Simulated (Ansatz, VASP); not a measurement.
# MoS2 in VASP and in Ansatz

```
Mo S
1.0
     1.58550    0.91539    6.11500
    -1.58550    0.91539    6.11500
     0.00000   -1.83078    6.11500
Mo S
1 2
Direct
  0.00000 0.00000 0.00000
  0.25000 0.25000 0.25000
  0.75000 0.75000 0.75000
```

Alike in both runs: functional LDA; k mesh 10 × 10 × 10; occupations fermi-dirac, width 0.05 eV; no spin polarisation.

|  | VASP | Ansatz |
| --- | --- | --- |
| version | VASP 6.6.1 | Ansatz 0.2.0 |
| potentials or method | VASP PAW LDA potentials, release 64 (Mo_sv, S), cutoff 520 eV | all-electron LAPW, scalar-relativistic |
| task | single point | band structure |

Ansatz gave:

```
gap on the k mesh at the Fermi level (eV)                     : none
pressure (GPa)                                                : 0.1
traceless stress, the component that is largest in VASP (GPa) : 3.13
rms of the force components (eV/Å)                            : 0.273
```

Estimate VASP's values.

gap on the k mesh at the Fermi level (eV): none; pressure (GPa): 0.2; traceless stress, the component that is largest in VASP (GPa): 3.15; rms of the force components (eV/Å): 0.281.

LDA's correlation is that of Perdew and Zunger in VASP and of Perdew and Wang (1992) in Ansatz. Atom by atom the forces differ by 0.008 eV/Å (rms over components). A gap of «none» marks a metal or a gap that the smearing closes. Ansatz ran all-electron here, and VASP with PAW potentials.
